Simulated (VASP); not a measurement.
Set up this calculation in VASP 6.6.1, as the native input.

```
Task                   : relaxation of the atoms
Functional             : PBE
Dispersion             : D4
Potentials or basis    : VASP PAW PBE potentials, release 64 (Ir)
Cutoff                 : 450 eV
k mesh                 : 2 × 3 × 3
Occupations            : gaussian, width 0.05 eV
Spin                   : no spin polarisation
Dipole correction      : no
Further INCAR settings : ALGO = Normal; EDIFF = 1e-07; IBRION = 2; EDIFFG = -0.05; NSW = 60
```

The structure of Ir (a cell with a defect) lies in POSCAR:

```
Ir
1.0
    0.0000000000      5.7468000000      5.7468000000
    3.8312000000      0.0000000000      3.8312000000
    3.8312000000      3.8312000000      0.0000000000
Ir
11
Direct
    0.0000000000      0.0000000000      0.5000000000
    0.0000000000      0.5000000000      0.0000000000
    0.0000000000      0.5000000000      0.5000000000
    0.3333333333      0.0000000000      0.0000000000
    0.3333333333      0.0000000000      0.5000000000
    0.3333333333      0.5000000000      0.0000000000
    0.3333333333      0.5000000000      0.5000000000
    0.6666666667      0.0000000000      0.0000000000
    0.6666666667      0.0000000000      0.5000000000
    0.6666666667      0.5000000000      0.0000000000
    0.6666666667      0.5000000000      0.5000000000
```

One way to write it, as run:

INCAR

```
ALGO = Normal ; EDIFF = 1E-7
EDIFFG = -0.05 ; ENCUT = 450
GGA = PE ; GGA_COMPAT = False
IBRION = 2 ; ISIF = 2
ISMEAR = 0 ; IVDW = 13
LASPH = True ; LCHARG = False
LREAL = False ; LWAVE = False
NELM = 120 ; NELMIN = 4
NSW = 60 ; PREC = Accurate
SIGMA = 0.05
```

KPOINTS

```
k-points
0
Gamma
  2 3 3
```

Potentials or basis: VASP PAW PBE potentials, release 64 (Ir).

The run is started by

```console
$ cat potpaw_PBE.64/Ir/POTCAR > POTCAR
$ mpirun -np 1 vasp_std > vasp.out
```

It gave:

| Quantity | Value |
| --- | --- |
| Energy gained by relaxing | 20.5 meV/atom |
| Ionic steps | 7 |
| Pressure after relaxing | -6.3 GPa |
| Largest force after relaxing | 0.041 eV/Å |
| Band gap on the k mesh | zero (an odd number of electrons rules out a gap without spin polarisation) |
| Dispersion energy per atom | -0.859 eV |

Caveat: the k points lie up to 0.47 Å⁻¹ apart, too coarse for converged energies and pressures of a metal; spin-orbit coupling is left out, which moves the levels of the heavy elements; the relaxation stopped at a loose force limit of 0.05 eV/Å, so its end isn't a converged minimum.

Run time: 8.2 min on 1 thread of Intel(R) Xeon(R) Platinum 8488C (Sapphire Rapids) (shared host), peak memory 0.3 GiB.
